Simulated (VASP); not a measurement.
# ZnS (F-43m) in VASP: a series of runs

The runs below take ZnS through single point, with PBEsol, PBE.

Program: VASP 6.6.1. These are calculated values, not measurements. Logs are shortened: lines on timing, memory, paths and dates and some standing lists are left out, and cuts for length are marked.

**What was measured.**

From “Electronic, vibrational, and thermodynamic properties of ZnS (zincblende and rocksalt structure)”, 2009, arxiv:0911.5022, for a bulk crystal of ZnS at 19 K: band gap 3.85 eV (direct).

The runs below are set against these values where they give the same quantity.

### 1 The cell of the first run

The structure is cubic, space group F-43m (No. 216). The conventional cell has a = 5.475 Å, b = 5.475 Å, c = 5.475 Å, α = 90.00°, β = 90.00°, γ = 90.00°. Zn (site symmetry -43m) has 4 S at 2.37 Å within 3.1 Å. S (site symmetry -43m) has 4 Zn at 2.37 Å within 3.1 Å.

### 2 Single point, PBEsol (volume scaled by 1.04)

Contents of INCAR:

```
SYSTEM = ZnS
PREC = Accurate ; ENCUT = 520
EDIFF = 1E-6 ; ISMEAR = -1
SIGMA = 0.05 ; LREAL = .FALSE.
LASPH = .TRUE. ; NELM = 60
ALGO = Normal ; ISIF = 2
LWAVE = .FALSE. ; LCHARG = .FALSE.
GGA = PS ; NBANDS = 16
```

Contents of KPOINTS:

```
regular mesh
0
G
  9 9 9
  0 0 0
```

Contents of POSCAR:

```
ZnS
1.0
    0.0000000000      2.7375567091      2.7375567091
    2.7375567091      0.0000000000      2.7375567091
    2.7375567091      2.7375567091      0.0000000000
Zn S
1 1
Direct
    0.7500000000      0.7500000000      0.7500000000
    0.0000000000      0.0000000000      0.0000000000
```

Potentials or basis: VASP PAW PBE potentials, release 64 (Zn, S).

Started as:

```console
$ cat potpaw_PBE.64/Zn/POTCAR potpaw_PBE.64/S/POTCAR > POTCAR
$ mpirun -np 1 vasp_std > vasp.out
```

OUTCAR:

```text
SYSTEM = ZnS
   PREC = Accurate
   ENCUT = 520
   EDIFF = 1E-6
   ISMEAR = -1
   LREAL = .FALSE.
   LASPH = .TRUE.
   NELM = 60
   ISIF = 2
   GGA = PS

 ion  position               nearest neighbor table
   1  0.750  0.750  0.750-   2 2.37   2 2.37   2 2.37   2 2.37
   2  0.000  0.000  0.000-   1 2.37   1 2.37   1 2.37   1 2.37

  LATTYP: Found a face centered cubic cell.
 ALAT       =     5.4751134182

  Lattice vectors:

 A1 = (   0.0000000000,   2.7375567091,   2.7375567091)
 A2 = (   2.7375567091,   0.0000000000,   2.7375567091)
 A3 = (   2.7375567091,   2.7375567091,   0.0000000000)

Analysis of symmetry for initial positions (statically):
=====================================================================
 Subroutine PRICEL returns:
 Original cell was already a primitive cell.

 Routine SETGRP: Setting up the symmetry group for a
 face centered cubic supercell.

 Subroutine GETGRP returns: Found 24 space group operations
 (whereof 24 operations were pure point group operations)
 out of a pool of 48 trial point group operations.

The static configuration has the point symmetry T_d .

Analysis of symmetry for dynamics (positions and initial velocities):
=====================================================================
 Subroutine PRICEL returns:
 Original cell was already a primitive cell.

 Routine SETGRP: Setting up the symmetry group for a
 face centered cubic supercell.

 Subroutine GETGRP returns: Found 24 space group operations
 (whereof 24 operations were pure point group operations)
 out of a pool of 48 trial point group operations.

The dynamic configuration has the point symmetry T_d .

 Subroutine INISYM returns: Found 24 space group operations
 (whereof 24 operations are pure point group operations),
 and found     1 'primitive' translations

----------------------------------------------------------------------------------------

                                     Primitive cell

  volume of cell :      41.0317

  direct lattice vectors                    reciprocal lattice vectors
     0.000000000  2.737556709  2.737556709    -0.182644618  0.182644618  0.182644618
     2.737556709  0.000000000  2.737556709     0.182644618 -0.182644618  0.182644618
     2.737556709  2.737556709  0.000000000     0.182644618  0.182644618 -0.182644618

  length of vectors
     3.871489826  3.871489826  3.871489826     0.316349758  0.316349758  0.316349758

  position of ions in fractional coordinates (direct lattice)
     0.750000000  0.750000000  0.750000000
     0.000000000  0.000000000  0.000000000

  ion indices of the primitive-cell ions
   primitive index   ion index
                 1           1
                 2           2

----------------------------------------------------------------------------------------

 KPOINTS: regular mesh

Automatic generation of k-mesh.
 Grid dimensions read from file:
 generate k-points for:    9    9    9

 Generating k-lattice:

  Cartesian coordinates                     Fractional coordinates (reciprocal lattice)
    -0.020293846  0.020293846  0.020293846     0.111111111  0.000000000  0.000000000
     0.020293846 -0.020293846  0.020293846     0.000000000  0.111111111  0.000000000
     0.020293846  0.020293846 -0.020293846     0.000000000  0.000000000  0.111111111

  Length of vectors
     0.035149973  0.035149973  0.035149973

  Shift w.r.t. Gamma in fractional coordinates (k-lattice)
     0.000000000  0.000000000  0.000000000

 Subroutine IBZKPT returns following result:
 ===========================================

 Found     35 irreducible k-points:

 Following reciprocal coordinates:
            Coordinates               Weight
  0.000000  0.000000  0.000000      1.000000
  0.111111  0.000000  0.000000      8.000000
  0.222222  0.000000  0.000000      8.000000
  0.333333  0.000000  0.000000      8.000000
  0.444444  0.000000  0.000000      8.000000
  0.111111  0.111111  0.000000      6.000000
[... 16 lines left out ...]
 -0.333333  0.333333  0.000000     12.000000
  0.444444  0.444444  0.000000      6.000000
 [... further k-points ...]
   k-points           NKPTS =     35   k-points in BZ     NKDIM =     35   number of bands    NBANDS=     16
   number of dos      NEDOS =    301   number of ions     NIONS =      2
   total plane-waves  NPLWV =  27000
   dimension x,y,z NGX =    30 NGY =   30 NGZ =   30
   dimension x,y,z NGXF=    60 NGYF=   60 NGZF=   60
   ions per type =               1   1
   NGX,Y,Z   is equivalent  to a cutoff of  12.88, 12.88, 12.88 a.u.
   NGXF,Y,Z  is equivalent  to a cutoff of  25.76, 25.76, 25.76 a.u.
 SYSTEM =  ZnS
   PREC   = accura    normal or accurate (medium, high low for compatibility)
   ISTART =      0    job   : 0-new  1-cont  2-samecut
   ICHARG =      2    charge: 1-file 2-atom 10-const
   ISPIN  =      1    spin polarized calculation?
   LNONCOLLINEAR =      F non collinear calculations
   LSORBIT =      F    spin-orbit coupling
   LASPH  =      T    aspherical Exc in radial PAW
   ENCUT  =  520.0 eV  38.22 Ry    6.18 a.u.   7.20  7.20  7.20*2*pi/ulx,y,z
   NELM   =     60;   NELMIN=  2; NELMDL= -5     # of ELM steps
   EDIFF  = 0.1E-05   stopping-criterion for ELM
   LREAL  =      F    real-space projection
   EDIFFG = 0.1E-04   stopping-criterion for IOM
   NSW    =      0    number of steps for IOM
   IBRION =     -1    ionic relax: 0-MD 1-quasi-New 2-CG
   NFREE  =      0    steps in history (QN), initial steepest desc. (CG)
   ISIF   =      2    stress and relaxation
   ISYM   =      2    0-nonsym 1-usesym 2-fastsym
   POTIM  = 0.5000    time-step for ionic-motion
   TEBEG  =    0.0;   TEEND  =   0.0 temperature during run
   PSTRESS=    0.0 pullay stress
   NELECT =      18.0000    total number of electrons
   NUPDOWN=      -1.0000    fix difference up-down
   EMIN   =  10.00;   EMAX   =-10.00  energy-range for DOS
   EFERMI =   0.00;   METHOD = LEGACY
   ISMEAR =    -1;   SIGMA  =   0.05  broadening in eV -4-tet -1-fermi 0-gaus
   EFERMI_NEDOS =   21; number of points for ismear=-14 and -15
   IALGO  =     38    algorithm
   IMIX   =      4    mixing-type and parameters
     AMIX     =   0.40;   BMIX     =  1.00
     AMIX_MAG =   1.60;   BMIX_MAG =  1.00
  volume/ion in A,a.u.               =      20.52       138.45
  Fermi-wavevector in a.u.,A,eV,Ry     =   1.243920  2.350668 21.052806  1.547338
  Thomas-Fermi vector in A             =   2.378210
   LORBIT       =      0    0 simple, 1 ext, 2 COOP (PROOUT), +10 PAW based schemes
   GGA     = PS    functional components
   LHFCALC =     F    Hartree Fock is set to
   AEXX    =    0.0000 exact exchange contribution
   IVDW    =     0    specifies the selected vdW correction
   LEPSILON=     F    determine dielectric tensor
   LRPA    =     F    only Hartree local field effects (RPA)
 non-spin polarized calculation
  energy-cutoff  :      520.00
  volume of cell :       41.03
 maximum number of plane-waves:      1125
 NGX is ok and might be reduce to    30
   NGX = 15   NGY = 15   NGZ = 15

 number of electron      18.0000000 magnetization

 Free energy of the ion-electron system (eV)
  ---------------------------------------------------
  ext. energy  EPLUGINS =         0.00000000
  ---------------------------------------------------
  free energy    TOTEN  =        -7.55352853 eV

  energy without entropy =       -7.55352853  energy(sigma->0) =       -7.55352853

 E-fermi :   2.5787     XC(G=0):  -9.6671

 val. band max:        1.6558881128   @ k =   0.0000   0.0000   0.0000
 cond. band min:       3.4666382219   @ k =   0.0000   0.0000   0.0000
 fundamental gap:      1.8107501091
 Fermi energy:         2.5786541503

 k-point     1 :       0.0000    0.0000    0.0000
  band No.  band energies     occupation
      1     -11.2318      2.00000
      2      -4.5650      2.00000
      3      -4.5650      2.00000
      4      -4.5650      2.00000
      5      -4.1108      2.00000
      6      -4.1108      2.00000
[... 8 lines left out ...]
     15      13.3409      0.00000
     16      13.3409      0.00000

 k-point     2 :       0.1111    0.0000    0.0000
  band No.  band energies     occupation
      1     -11.1438      2.00000
      2      -4.5634      2.00000
      3      -4.5494      2.00000
      4      -4.5494      2.00000
      5      -4.1121      2.00000
      6      -4.1121      2.00000
[... 8 lines left out ...]
     15      12.8126      0.00000
     16      13.7757      0.00000

 k-point     3 :       0.2222    0.0000    0.0000
  band No.  band energies     occupation
      1     -10.9067      2.00000
      2      -4.5325      2.00000
      3      -4.5129      2.00000
      4      -4.5129      2.00000
      5      -4.1111      2.00000
      6      -4.1111      2.00000
[... 8 lines left out ...]
     15      12.4560      0.00000
     16      13.6839      0.00000

 k-point     4 :       0.3333    0.0000    0.0000
  band No.  band energies     occupation
      1     -10.6069      2.00000
      2      -4.4784      2.00000
      3      -4.4784      2.00000
      4      -4.3980      2.00000
      5      -4.1002      2.00000
      6      -4.1002      2.00000
[... 8 lines left out ...]
     15      13.1115      0.00000
     16      13.1781      0.00000
[... 324 lines left out ...]
 k-point    22 :      -0.4444    0.3333    0.0000
  band No.  band energies     occupation
      1     -10.1087      2.00000
      2      -4.4897      2.00000
      3      -4.3076      2.00000
      4      -4.2301      2.00000
      5      -4.0708      2.00000
      6      -3.8447      2.00000
[... 8 lines left out ...]
     15      14.5477      0.00000
     16      16.5646      0.00000

 k-point    23 :      -0.3333    0.3333    0.0000
  band No.  band energies     occupation
      1     -10.1383      2.00000
      2      -4.4590      2.00000
      3      -4.3426      2.00000
      4      -4.1640      2.00000
      5      -4.0972      2.00000
      6      -3.8444      2.00000
[... 8 lines left out ...]
     15      13.2202      0.00000
     16      17.7528      0.00000

 k-point    24 :       0.4444    0.4444    0.0000
  band No.  band energies     occupation
      1     -10.1069      2.00000
      2      -4.5742      2.00000
      3      -4.2639      2.00000
      4      -4.2638      2.00000
      5      -4.0445      2.00000
      6      -3.9627      2.00000
[... 8 lines left out ...]
     15      15.2282      0.00000
     16      16.4695      0.00000

 [... further k-points ...]
[... 5 lines left out ...]
  --------------------------------------------------------------------------------------
  -------------------------------------------------------------------------------------
  Total       -1.1063748     -1.1063748     -1.1063748     -0.0000000      0.0000000     -0.0000000
  in kB      -43.2009698    -43.2009698    -43.2009698     -0.0000000      0.0000000     -0.0000000
  external PRESSURE =     -43.2009698 kB  Pullay stress =       0.0000000 kB

 VOLUME and BASIS-vectors are now :
 -----------------------------------------------------------------------------
  energy-cutoff  :      520.00
  volume of cell :       41.03
      direct lattice vectors                 reciprocal lattice vectors
     0.000000000  2.737556709  2.737556709    -0.182644618  0.182644618  0.182644618
     2.737556709  0.000000000  2.737556709     0.182644618 -0.182644618  0.182644618
     2.737556709  2.737556709  0.000000000     0.182644618  0.182644618 -0.182644618

 POSITION                                       TOTAL-FORCE (eV/Angst)
 -----------------------------------------------------------------------------------
      4.10634      4.10634      4.10634         0.000000      0.000000      0.000000
      0.00000      0.00000      0.00000         0.000000     -0.000000     -0.000000
 -----------------------------------------------------------------------------------
    total drift:                                0.000000      0.000000      0.000000

  FREE ENERGIE OF THE ION-ELECTRON SYSTEM (eV)
  ---------------------------------------------------
  free  energy   TOTEN  =        -7.5535285255 eV

  energy  without entropy=       -7.5535285253  energy(sigma->0) =       -7.55352853
```

Wall time 45 s (1 thread of AMD EPYC 7R13, shared host); peak memory 0.14 GiB.

Results:

- Free energy: -7.5535 eV
- Pressure: -4.3 GPa
- Band gap on the k mesh: 1.81 eV, direct

Caveat: the cell differs from its parent crystal (volume scaled by 1.04); the PAW data sets were made with another functional, which shifts forces and pressure a little.

### 3 Single point, PBEsol (volume scaled by 1.06)

Contents of INCAR:

```
ALGO     = Normal         # electronic algorithm
EDIFF    = 1E-6           # SCF threshold, eV
ENCUT    = 520            # plane-wave cutoff, eV
GGA      = PS             # functional
ISIF     = 2              # what is computed and relaxed
ISMEAR   = -1             # smearing method
LASPH    = True           # aspherical terms in the spheres
LCHARG   = False          # write CHGCAR
LREAL    = False          # projectors in reciprocal space
LWAVE    = False          # write WAVECAR
NBANDS   = 16             # bands
NELM     = 80             # most SCF steps
PREC     = Accurate       # precision mode
SIGMA    = 0.05           # smearing width, eV
```

Contents of KPOINTS:

```
k-points
0
Gamma
  9 9 9
```

Contents of POSCAR:

```
ZnS
1.0
    0.0000000000      2.7549938462      2.7549938462
    2.7549938462      0.0000000000      2.7549938462
    2.7549938462      2.7549938462      0.0000000000
Zn S
1 1
Direct
    0.7500000000      0.7500000000      0.7500000000
    0.0000000000      0.0000000000      0.0000000000
```

Potentials or basis: VASP PAW PBE potentials, release 64 (Zn, S).

Started as:

```console
$ cat potpaw_PBE.64/Zn/POTCAR potpaw_PBE.64/S/POTCAR > POTCAR
$ mpirun -np 1 vasp_std > vasp.out
```

It took 46 s on 1 thread of AMD EPYC 7R13, shared host; peak memory 0.15 GiB.

It converged, with:

```yaml
Free_energy: -7.5297 eV
Pressure: -5.4 GPa
Band_gap_on_the_k_mesh: 1.73 eV, direct
```

Levels at points of the mesh, in eV from the valence-band top:
| k point | band 7 | band 8 | band 9 | band 10 | band 11 | band 12 |
| --- | --- | --- | --- | --- | --- | --- |
| (0.00, 0.00, 0.00) | 0.00 | 0.00 | 0.00 | 1.73 | 6.34 | 6.34 |

Caveat: the cell differs from its parent crystal (volume scaled by 1.06); the PAW data sets were made with another functional, which shifts forces and pressure a little.

### 4 Single point, PBE

This run uses another cell than the first one, of 19.73 Å³/atom, 0.962 times its volume.

Contents of INCAR:

```
SYSTEM = ZnS
  PREC = Accurate
  ENCUT = 520
  EDIFF = 1E-6
  ISMEAR = 0
  SIGMA = 0.011
  LREAL = .False.
  LASPH = .True.
  NELM = 100
  ALGO = Normal
  ISIF = 2
  LWAVE = .False.
  LCHARG = .False.
  GGA = PE
  NBANDS = 16
```

Contents of KPOINTS:

```
Automatic mesh
0
Gamma
  9 9 9
  0 0 0
```

Contents of POSCAR:

```
ZnS
1.0
    0.0000000000      2.7020000000      2.7020000000
    2.7020000000      0.0000000000      2.7020000000
    2.7020000000      2.7020000000      0.0000000000
Zn S
1 1
Direct
    0.7500000000      0.7500000000      0.7500000000
    0.0000000000      0.0000000000      0.0000000000
```

Started as:

```console
$ cat potpaw_PBE.64/Zn/POTCAR potpaw_PBE.64/S/POTCAR > POTCAR
$ mpirun -np 1 vasp_std > vasp.out
```

Run time: 34 s. Hardware: 1 thread of AMD EPYC 7R13, shared host; peak memory 0.13 GiB.

The run converged. Its results:

```
Free energy            : -6.8473 eV
Pressure               : 1.8 GPa
Band gap on the k mesh : 2.11 eV, direct
```

Levels at points of the mesh, in eV from the valence-band top:
| k point | band 5 | band 6 | band 7 | band 8 | band 9 | band 10 | band 11 | band 12 | band 13 | band 14 |
| --- | --- | --- | --- | --- | --- | --- | --- | --- | --- | --- |
| (0.00, 0.00, 0.00) | -5.84 | -5.84 | 0.00 | 0.00 | 0.00 | 2.11 | 6.40 | 6.40 | 6.40 | 11.76 |

(Continued in part 2 of 2.)
